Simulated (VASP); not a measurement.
# PbI2Cl2 (P-3m1) in VASP: notebook, part 2 of 2

VASP 6.6.1.

## 3. Single point, PBE

This run uses another cell than the first one, of 43.87 Å³/atom.

File INCAR:

```
PREC = Accurate
ENCUT = 520
EDIFF = 1E-6
ISMEAR = 0
SIGMA = 0.1
LREAL = False
LASPH = True
NELM = 100
ALGO = Normal
ISIF = 2
LWAVE = False
LCHARG = False
GGA = PE
NBANDS = 29
```

File KPOINTS:

```
regular mesh
0
Gamma
  6 6 4
```

File POSCAR:

```
PbI2Cl2
1.0
    5.5127748464     -0.0000000030      0.0000000000
   -2.7563874206      4.7742030639      0.0000000000
    0.0000000000      0.0000000000      8.3348207938
Pb I Cl
1 2 2
Direct
    0.0000000000      0.0000000000      0.0000000000
    0.3333333333      0.6666666667      0.8334160573
    0.6666666667      0.3333333333      0.1665839427
    0.3333333333      0.6666666667      0.5215361920
    0.6666666667      0.3333333333      0.4784638080
```

Potentials or basis: VASP PAW PBE potentials, release 64 (Pb_d, I, Cl).

Command:

```
> cat potpaw_PBE.64/Pb_d/POTCAR potpaw_PBE.64/I/POTCAR potpaw_PBE.64/Cl/POTCAR > POTCAR
> mpirun -np 1 vasp_std > vasp.out
```

OUTCAR:

```text
PREC = Accurate
   ENCUT = 520
   EDIFF = 1E-6
   ISMEAR = 0
   LREAL = False
   LASPH = True
   NELM = 100
   ISIF = 2
   GGA = PE

 ion  position               nearest neighbor table
   1  0.000  0.000  0.000-   2 3.47   3 3.47   3 3.47   2 3.47   3 3.47   2 3.47
   2  0.333  0.667  0.833-   4 2.60   1 3.47   1 3.47   1 3.47
   3  0.667  0.333  0.167-   5 2.60   1 3.47   1 3.47   1 3.47
   4  0.333  0.667  0.522-   2 2.60
   5  0.667  0.333  0.478-   3 2.60

  LATTYP: Found a hexagonal cell.
 ALAT       =     5.5127748464
 C/A-ratio  =     1.5119102496

  Lattice vectors:

 A1 = (   5.5127748464,  -0.0000000030,   0.0000000000)
 A2 = (  -2.7563874206,   4.7742030639,   0.0000000000)
 A3 = (   0.0000000000,   0.0000000000,   8.3348207938)

Analysis of symmetry for initial positions (statically):
=====================================================================
 Subroutine PRICEL returns:
 Original cell was already a primitive cell.

 Routine SETGRP: Setting up the symmetry group for a
 hexagonal supercell.

 Subroutine GETGRP returns: Found 12 space group operations
 (whereof 12 operations were pure point group operations)
 out of a pool of 24 trial point group operations.

The static configuration has the point symmetry D_3d.

Analysis of symmetry for dynamics (positions and initial velocities):
=====================================================================
 Subroutine PRICEL returns:
 Original cell was already a primitive cell.

 Routine SETGRP: Setting up the symmetry group for a
 hexagonal supercell.

 Subroutine GETGRP returns: Found 12 space group operations
 (whereof 12 operations were pure point group operations)
 out of a pool of 24 trial point group operations.

The dynamic configuration has the point symmetry D_3d.

 Subroutine INISYM returns: Found 12 space group operations
 (whereof 12 operations are pure point group operations),
 and found     1 'primitive' translations

----------------------------------------------------------------------------------------

                                     Primitive cell

  volume of cell :     219.3650

  direct lattice vectors                    reciprocal lattice vectors
     5.512774846 -0.000000003  0.000000000     0.181396852  0.104729521  0.000000000
    -2.756387421  4.774203064  0.000000000     0.000000000  0.209459042  0.000000000
     0.000000000  0.000000000  8.334820794     0.000000000  0.000000000  0.119978584

  length of vectors
     5.512774846  5.512774846  8.334820794     0.209459042  0.209459042  0.119978584

  position of ions in fractional coordinates (direct lattice)
     0.000000000  0.000000000  0.000000000
     0.333333333  0.666666667  0.833416057
     0.666666667  0.333333333  0.166583943
     0.333333333  0.666666667  0.521536192
     0.666666667  0.333333333  0.478463808

  ion indices of the primitive-cell ions
   primitive index   ion index
                 1           1
                 2           2
                 3           3
                 4           4
                 5           5

----------------------------------------------------------------------------------------

 KPOINTS: regular mesh

Automatic generation of k-mesh.
 Grid dimensions read from file:
 generate k-points for:    6    6    4

 Generating k-lattice:

  Cartesian coordinates                     Fractional coordinates (reciprocal lattice)
     0.030232809  0.017454920  0.000000000     0.166666667 -0.000000000  0.000000000
     0.000000000  0.034909840  0.000000000     0.000000000  0.166666667  0.000000000
     0.000000000  0.000000000  0.029994646     0.000000000  0.000000000  0.250000000

  Length of vectors
     0.034909840  0.034909840  0.029994646

  Shift w.r.t. Gamma in fractional coordinates (k-lattice)
     0.000000000  0.000000000  0.000000000

 Subroutine IBZKPT returns following result:
 ===========================================

 Found     24 irreducible k-points:

 Following reciprocal coordinates:
            Coordinates               Weight
  0.000000  0.000000  0.000000      1.000000
  0.166667  0.000000  0.000000      6.000000
  0.333333  0.000000  0.000000      6.000000
  0.500000  0.000000  0.000000      3.000000
  0.166667  0.166667  0.000000      6.000000
  0.333333  0.166667  0.000000     12.000000
[... 16 lines left out ...]
  0.333333  0.166667  0.500000     12.000000
  0.333333  0.333333  0.500000      2.000000
   k-points           NKPTS =     24   k-points in BZ     NKDIM =     24   number of bands    NBANDS=     29
   number of dos      NEDOS =    301   number of ions     NIONS =      5
   total plane-waves  NPLWV = 112896
   dimension x,y,z NGX =    42 NGY =   42 NGZ =   64
   dimension x,y,z NGXF=    84 NGYF=   84 NGZF=  128
   ions per type =               1   2   2
   NGX,Y,Z   is equivalent  to a cutoff of  12.67, 12.67, 12.77 a.u.
   NGXF,Y,Z  is equivalent  to a cutoff of  25.33, 25.33, 25.53 a.u.
 SYSTEM =  unknown system
   PREC   = accura    normal or accurate (medium, high low for compatibility)
   ISTART =      0    job   : 0-new  1-cont  2-samecut
   ICHARG =      2    charge: 1-file 2-atom 10-const
   ISPIN  =      1    spin polarized calculation?
   LNONCOLLINEAR =      F non collinear calculations
   LSORBIT =      F    spin-orbit coupling
   LASPH  =      T    aspherical Exc in radial PAW
   ENCUT  =  520.0 eV  38.22 Ry    6.18 a.u.  10.25 10.25 15.50*2*pi/ulx,y,z
   NELM   =    100;   NELMIN=  2; NELMDL= -5     # of ELM steps
   EDIFF  = 0.1E-05   stopping-criterion for ELM
   LREAL  =      F    real-space projection
   EDIFFG = 0.1E-04   stopping-criterion for IOM
   NSW    =      0    number of steps for IOM
   IBRION =     -1    ionic relax: 0-MD 1-quasi-New 2-CG
   NFREE  =      0    steps in history (QN), initial steepest desc. (CG)
   ISIF   =      2    stress and relaxation
   ISYM   =      2    0-nonsym 1-usesym 2-fastsym
   POTIM  = 0.5000    time-step for ionic-motion
   TEBEG  =    0.0;   TEEND  =   0.0 temperature during run
   PSTRESS=    0.0 pullay stress
   NELECT =      42.0000    total number of electrons
   NUPDOWN=      -1.0000    fix difference up-down
   EMIN   =  10.00;   EMAX   =-10.00  energy-range for DOS
   EFERMI =   0.00;   METHOD = LEGACY
   ISMEAR =     0;   SIGMA  =   0.10  broadening in eV -4-tet -1-fermi 0-gaus
   EFERMI_NEDOS =   21; number of points for ismear=-14 and -15
   IALGO  =     38    algorithm
   IMIX   =      4    mixing-type and parameters
     AMIX     =   0.40;   BMIX     =  1.00
     AMIX_MAG =   1.60;   BMIX_MAG =  1.00
  volume/ion in A,a.u.               =      43.87       296.07
  Fermi-wavevector in a.u.,A,eV,Ry     =   0.943558  1.783067 12.113301  0.890302
  Thomas-Fermi vector in A             =   2.071278
   LORBIT       =      0    0 simple, 1 ext, 2 COOP (PROOUT), +10 PAW based schemes
   GGA     = PE    functional components
   LHFCALC =     F    Hartree Fock is set to
   AEXX    =    0.0000 exact exchange contribution
   IVDW    =     0    specifies the selected vdW correction
   LEPSILON=     F    determine dielectric tensor
   LRPA    =     F    only Hartree local field effects (RPA)
 non-spin polarized calculation
 Gauss-broadening in eV      SIGMA  =   0.10
  energy-cutoff  :      520.00
  volume of cell :      219.37
 maximum number of plane-waves:      5929
 NGX is ok and might be reduce to    42
   NGX = 21   NGY = 21   NGZ = 31

 number of electron      42.0000004 magnetization

 Free energy of the ion-electron system (eV)
  ---------------------------------------------------
  ext. energy  EPLUGINS =         0.00000000
  ---------------------------------------------------
  free energy    TOTEN  =        -9.82242179 eV

  energy without entropy =       -9.80725051  energy(sigma->0) =       -9.81483615

 E-fermi :   1.4216     XC(G=0):  -7.1561

 val. band max:        1.3656310190   @ k =   0.0000   0.0000   0.0000
 cond. band min:       1.4817863547   @ k =   0.0000   0.1667   0.2500
 fundamental gap:      0.1161553357
 Fermi energy:         1.4216305671

 k-point     1 :       0.0000    0.0000    0.0000
  band No.  band energies     occupation
      1     -16.4421      2.00000
      2     -16.4172      2.00000
      3     -16.4172      2.00000
      4     -16.3510      2.00000
      5     -16.3510      2.00000
      6     -13.1228      2.00000
[... 757 lines left out ...]
     28       7.4163      0.00000
     29       8.6145      0.00000

------------------------ aborting loop because EDIFF is reached ----------------------------------------

  FORCE on cell =-STRESS in cart. coord.  units (eV):
  Direction    XX          YY          ZZ          XY          YZ          ZX
  --------------------------------------------------------------------------------------
  -------------------------------------------------------------------------------------
  Total       -0.1450234     -0.1450234      0.2350103     -0.0000000      0.0000000     -0.0000000
  in kB       -1.0592082     -1.0592082      1.7164455     -0.0000000      0.0000000     -0.0000000
  external PRESSURE =      -0.1339903 kB  Pullay stress =       0.0000000 kB

 VOLUME and BASIS-vectors are now :
 -----------------------------------------------------------------------------
  energy-cutoff  :      520.00
  volume of cell :      219.37
      direct lattice vectors                 reciprocal lattice vectors
     5.512774846 -0.000000003  0.000000000     0.181396852  0.104729521  0.000000000
    -2.756387421  4.774203064  0.000000000     0.000000000  0.209459042  0.000000000
     0.000000000  0.000000000  8.334820794     0.000000000  0.000000000  0.119978584

 POSITION                                       TOTAL-FORCE (eV/Angst)
 -----------------------------------------------------------------------------------
      0.00000      0.00000      0.00000         0.000000     -0.000000      0.000000
      0.00000      3.18280      6.94637        -0.000000      0.000000     -0.001519
      2.75639      1.59140      1.38845        -0.000000     -0.000000      0.001519
      0.00000      3.18280      4.34691         0.000000     -0.000000      0.015941
      2.75639      1.59140      3.98791        -0.000000      0.000000     -0.015941
 -----------------------------------------------------------------------------------
    total drift:                               -0.000000      0.000000      0.000000

  FREE ENERGIE OF THE ION-ELECTRON SYSTEM (eV)
  ---------------------------------------------------
  free  energy   TOTEN  =        -9.8224217897 eV

  energy  without entropy=       -9.8072505080  energy(sigma->0) =       -9.81483615
```

It took 86 s on 1 thread of Intel Xeon 6975P-C (Granite Rapids), shared host; peak memory 0.41 GiB.

Results:

```
Free energy            : -9.8224 eV
Pressure               : 0.0 GPa
Largest force          : 0.016 eV/Å
Band gap on the k mesh : zero (bands 21 and 22 overlap by 0.18 eV)
```

Forces in eV/Å, atoms in the order of the input:
```
Pb   0.000  0.000  0.000
I    0.000  0.000 -0.002
I    0.000  0.000  0.002
Cl   0.000  0.000  0.016
Cl   0.000  0.000 -0.016
```

Stress tensor (GPa, compression positive):
```
-0.11  0.00  0.00
 0.00 -0.11  0.00
 0.00  0.00  0.17
```

Caveat: spin-orbit coupling is left out, which moves the levels of the heavy elements.

## 4. Relaxation of cell and atoms, PBE

File INCAR:

```
PREC = Accurate
ENCUT = 600
EDIFF = 1E-7
ISMEAR = 0
SIGMA = 0.1
LREAL = False
LASPH = True
NELM = 60
ALGO = Normal
ISIF = 3
LWAVE = False
LCHARG = False
GGA = PE
IBRION = 2
NSW = 90
EDIFFG = -0.04
```

File KPOINTS:

```
Automatic mesh
0
Gamma
  6 6 4
```

File POSCAR:

```
PbI2Cl2
1.0
    5.2379605500      0.0000000000      0.0000000000
   -2.6189802700      4.5362069000      0.0000000000
    0.0000000000      0.0000000000      7.1673469100
Pb I Cl
1 2 2
Direct
    0.0000000000      0.0000000000      0.0000000000
    0.3333333300      0.6666666700      0.7663000200
    0.6666666700      0.3333333300      0.2336999800
    0.3333333300      0.6666666700      0.5744000100
    0.6666666700      0.3333333300      0.4255999900
```

Command:

```
> cat potpaw_PBE.64/Pb_d/POTCAR potpaw_PBE.64/I/POTCAR potpaw_PBE.64/Cl/POTCAR > POTCAR
> mpirun -np 1 vasp_std > vasp.out
```

Run time: 42 min. Hardware: 1 thread of Intel Xeon 6975P-C (Granite Rapids), shared host; peak memory 0.4 GiB.

It converged, with:

```yaml
Free_energy: -10.6197 eV
Relaxed_volume: 39.84 Å³/atom
Relaxed_cell: a = 4.429 Å, b = 4.429 Å, c = 11.726 Å, α = 90.00°, β = 90.00°, γ = 120.00°
Space_group_after_relaxing_to_0.1_Å: P-3m1 (No. 164)
Pressure_after_relaxing: 0.0 GPa
Largest_force_after_relaxing: 0.022 eV/Å
Band_gap_on_the_k_mesh: zero (bands 21 and 22 overlap by 0.67 eV)
```

Forces in eV/Å, atoms in the order of the input:
```
Pb   0.000  0.000  0.000
I    0.000  0.000 -0.022
I    0.000  0.000  0.022
Cl   0.000  0.000  0.020
Cl   0.000  0.000 -0.020
```

Stress tensor (GPa, compression positive):
```
 0.06  0.00  0.00
 0.00  0.06  0.00
 0.00  0.00 -0.13
```

Final structure:
```
CELL_PARAMETERS angstrom
4.42876 0.00000 0.00000
-2.21438 3.83542 0.00000
0.00000 0.00000 11.72619
ATOMIC_POSITIONS crystal
Pb 0.00000 0.00000 0.00000
I 0.33333 0.66667 0.81985
I 0.66667 0.33333 0.18015
Cl 0.33333 0.66667 0.60235
Cl 0.66667 0.33333 0.39765
```

Levels at points of the mesh, in eV from the Fermi level:
```tsv
k point	band 19	band 20	band 21	band 22	band 23	band 24
(0.00, 0.00, 0.00)	-0.89	-0.89	0.26	0.27	1.68	2.38
(0.50, 0.00, 0.00)	-1.52	-0.86	-0.77	0.51	2.29	2.44
(0.00, 0.00, 0.50)	-0.82	-0.82	-0.26	0.74	1.62	2.38
(0.50, 0.00, 0.50)	-1.32	-1.06	-0.88	0.36	2.27	2.48
```

Caveat: the volume moved by over 15 % at a fixed basis, so the end points are rough; spin-orbit coupling is left out, which moves the levels of the heavy elements.

## 5. Single point, PBE

This run uses another cell than the first one, of 40.29 Å³/atom.

File INCAR:

```
SYSTEM = PbI2Cl2
ALGO = Normal
EDIFF = 1E-7
ENCUT = 520
GGA = PE
ISIF = 2
ISMEAR = 0
LASPH = .TRUE.
LCHARG = .FALSE.
LREAL = .FALSE.
LWAVE = .FALSE.
NBANDS = 29
NELM = 80
PREC = Accurate
SIGMA = 0.1
```

File KPOINTS:

```
k-points
0
G
  12 12 4
  0 0 0
```

File POSCAR:

```
PbI2Cl2
1.0
    4.4320798579      0.0000000000      0.0000000000
   -2.2160399289      3.8382937485      0.0000000000
    0.0000000000      0.0000000000     11.8419279370
Pb I Cl
1 2 2
Direct
    0.0000000000      0.0000000000      0.0000000000
    0.3333333333      0.6666666667      0.8207339318
    0.6666666667      0.3333333333      0.1792660682
    0.3333333333      0.6666666667      0.6054242099
    0.6666666667      0.3333333333      0.3945757901
```

Command:

```
> cat potpaw_PBE.64/Pb_d/POTCAR potpaw_PBE.64/I/POTCAR potpaw_PBE.64/Cl/POTCAR > POTCAR
> mpirun -np 1 vasp_std > vasp.out
```

Run time: 3.8 min. Hardware: 1 thread of Intel Xeon 6975P-C (Granite Rapids), shared host; peak memory 0.59 GiB.

Results (log left out):

* Free energy: -10.6665 eV
* Pressure: -0.1 GPa
* Largest force: 0.039 eV/Å
* Band gap on the k mesh: zero (bands 21 and 22 overlap by 0.66 eV)

Forces in eV/Å, atoms in the order of the input:
```
Pb   0.000  0.000  0.000
I    0.000  0.000 -0.039
I    0.000  0.000  0.039
Cl   0.000  0.000  0.038
Cl   0.000  0.000 -0.038
```

Stress tensor (GPa, compression positive):
```
-0.03  0.00  0.00
 0.00 -0.03  0.00
 0.00  0.00 -0.15
```

Levels at points of the mesh, in eV from the Fermi level:
```
           k point  band 17  band 18  band 19  band 20  band 21  band 22  band 23  band 24  band 25  band 26
(0.00, 0.00, 0.00)    -1.04    -1.04    -0.87    -0.87     0.27     0.30     1.71     2.40     2.40     5.10
(0.50, 0.00, 0.00)    -1.82    -1.48    -1.48    -0.86    -0.78     0.52     2.31     2.45     2.48     4.29
(0.00, 0.00, 0.50)    -1.12    -1.12    -0.81    -0.81    -0.24     0.76     1.65     2.40     2.40     4.96
(0.50, 0.00, 0.50)    -1.88    -1.31    -1.26    -1.05    -0.87     0.38     2.29     2.48     2.63     4.35
```

Caveat: spin-orbit coupling is left out, which moves the levels of the heavy elements.

## 6. Single point, PBE

This run uses another cell than the first one, of 40.29 Å³/atom.

File INCAR:

```
SYSTEM = PbI2Cl2
PREC = Accurate ; ENCUT = 520
EDIFF = 1E-6 ; ISMEAR = 0
SIGMA = 0.1 ; LREAL = .False.
LASPH = .True. ; NELM = 60
ALGO = Normal ; ISIF = 2
LWAVE = .False. ; LCHARG = .False.
GGA = PE ; NBANDS = 29
```

File KPOINTS:

```
Automatic mesh
0
Gamma
  12 12 6
  0 0 0
```

POSCAR is that of step 5.

Potentials or basis: VASP PAW PBE potentials, release 64 (Pb_d, I, Cl).

Command:

```
> cat potpaw_PBE.64/Pb_d/POTCAR potpaw_PBE.64/I/POTCAR potpaw_PBE.64/Cl/POTCAR > POTCAR
> mpirun -np 1 vasp_std > vasp.out
```

Run time: 5.1 min. Hardware: 1 thread of Intel Xeon 6975P-C (Granite Rapids), shared host; peak memory 0.71 GiB.

It converged, with:

```yaml
Free_energy: -10.6664 eV
Pressure: -0.1 GPa
Largest_force: 0.040 eV/Å
Band_gap_on_the_k_mesh: zero (bands 21 and 22 overlap by 0.66 eV)
```

Forces in eV/Å, atoms in the order of the input:
```
Pb   0.000  0.000  0.000
I    0.000  0.000 -0.040
I    0.000  0.000  0.040
Cl   0.000  0.000  0.040
Cl   0.000  0.000 -0.040
```

Stress tensor (GPa, compression positive):
```
-0.03  0.00  0.00
 0.00 -0.03  0.00
 0.00  0.00 -0.16
```

Levels at points of the mesh, in eV from the Fermi level:
```csv
k point,band 17,band 18,band 19,band 20,band 21,band 22,band 23,band 24,band 25,band 26
"(0.00, 0.00, 0.00)",-1.05,-1.05,-0.88,-0.88,0.26,0.30,1.71,2.40,2.40,5.09
"(0.50, 0.00, 0.00)",-1.82,-1.49,-1.49,-0.86,-0.78,0.52,2.30,2.45,2.48,4.29
"(0.00, 0.00, 0.50)",-1.12,-1.12,-0.81,-0.81,-0.25,0.75,1.64,2.40,2.40,4.96
"(0.50, 0.00, 0.50)",-1.88,-1.31,-1.26,-1.06,-0.88,0.37,2.29,2.48,2.62,4.34
```

Caveat: spin-orbit coupling is left out, which moves the levels of the heavy elements.

## 7. Summary

| task | cell | k mesh | cutoff (eV) | gap on the mesh (eV) | pressure (GPa) | largest force (eV/Å) |
| --- | --- | --- | --- | --- | --- | --- |
| single point | a = 5.238, b = 5.238, c = 7.167 Å, angles 90.0, 90.0, 120.0°, 5 atoms, atomic positions A | 6 × 6 × 4 | 520 | none | 154.6 | 179.33 |
| single point | a = 5.513, b = 5.513, c = 8.335 Å, angles 90.0, 90.0, 120.0°, 5 atoms, atomic positions B | 6 × 6 × 4 | 520 | none | 0.0 | 0.02 |
| relaxation of cell and atoms | relaxed from a = 5.238, b = 5.238, c = 7.167 Å, angles 90.0, 90.0, 120.0°, 5 atoms, atomic positions A | 6 × 6 × 4 | 600 | none | 0.0 | 0.02 |
| single point | a = 4.432, b = 4.432, c = 11.842 Å, angles 90.0, 90.0, 120.0°, 5 atoms, atomic positions C | 12 × 12 × 4 | 520 | none | -0.1 | 0.04 |
| single point | a = 4.432, b = 4.432, c = 11.842 Å, angles 90.0, 90.0, 120.0°, 5 atoms, atomic positions C | 12 × 12 × 6 | 520 | none | -0.1 | 0.04 |

Alike in all rows: level PBE; potentials or basis VASP PAW PBE potentials, release 64 (Pb_d, I, Cl); no spin polarisation; smearing gaussian 0.1 eV.

Caveats: spin-orbit coupling is left out, which moves the levels of the heavy elements; atoms lie so close that the PAW spheres overlap strongly, which falsifies energies and pressures (at least some runs); the stress differs along the axes, from 2 to 461 GPa (at least some runs); forces of over 1 eV/Å act on the atoms, so gaps and moduli don't describe the material at rest (at least some runs); the volume moved by over 15 % at a fixed basis, so the end points are rough (at least some runs).

Absolute energies hang on the potentials; compare differences alone.

The gap in the log of VASP goes by the Fermi energy; the results here count the filled bands.